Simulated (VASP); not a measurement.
A run of VASP 6.6.1 is set up as follows.

INCAR

```
PREC = Accurate ; ENCUT = 520
EDIFF = 1E-6 ; ISMEAR = -1
SIGMA = 0.1 ; LREAL = False
LASPH = True ; NELM = 60
ALGO = Normal ; ISIF = 2
LWAVE = False ; LCHARG = True
GGA = PS ; LELF = True
LVHAR = True ; NBANDS = 12
```

KPOINTS

```
Automatic mesh
0
Gamma
  15 15 15
```

POSCAR

```
Ga
1.0
    0.0000000000      2.0717283687      2.0717283687
    2.0717283687      0.0000000000      2.0717283687
    2.0717283687      2.0717283687      0.0000000000
Ga
1
Direct
    0.0000000000      0.0000000000      0.0000000000
```

Potentials or basis: VASP PAW PBE potentials, release 64 (Ga_d).

Run with:

```console
$ cat potpaw_PBE.64/Ga_d/POTCAR > POTCAR
$ mpirun -np 1 vasp_std > vasp.out
```

Q: Estimate the pressure.

A: -0.3 GPa.

Caveat: the PAW data sets were made with another functional, which shifts forces and pressure a little.
